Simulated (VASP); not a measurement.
BAs:

```
B As
1.0
     0.00000    2.34784    2.34784
     2.34784    0.00000    2.34784
     2.34784    2.34784    0.00000
B As
1 1
Direct
  0.50000 0.50000 0.50000
  0.00000 0.00000 0.00000
```

| Quantity | Value |
| --- | --- |
| Program | VASP 6.6.1 |
| Task | relaxation of cell and atoms |
| Functional | PBE |
| Potentials or basis | VASP PAW PBE potentials, release 64 (B, As) |
| Cutoff | 600 eV |
| k mesh | 6 × 6 × 6 |
| Occupations | gaussian, width 0.1 eV |
| Spin | no spin polarisation |

At the start: pressure -5.8 GPa; volume 12.94 Å³/atom.

**Question.** How do energy, volume and symmetry change on relaxing?

**Answer.** Over 3 steps the energy falls by 11.9 meV/atom and the volume is 12.32 Å³/atom (-4.8 %); space group Fm-3m (No. 225, to 0.05 Å).

The path:
| step | energy change (eV) | largest force (eV/Å) | pressure (GPa) | volume (Å³) |
| --- | --- | --- | --- | --- |
| 1 | 0.0000 | 0.0000 | -5.81 | 25.88 |
| 2 | -0.0199 | 0.0000 | 2.68 | 24.17 |
| 3 | -0.0238 | 0.0000 | 0.02 | 24.64 |

Final structure:
```xyz
2
Lattice="0.0000 2.3095 2.3095 2.3095 0.0000 2.3095 2.3095 2.3095 0.0000" Properties=species:S:1:pos:R:3 pbc="T T T"
B     2.3095    2.3095    2.3095
As    0.0000    0.0000    0.0000
```

Caveat: the k points lie up to 0.39 Å⁻¹ apart in the final cell.
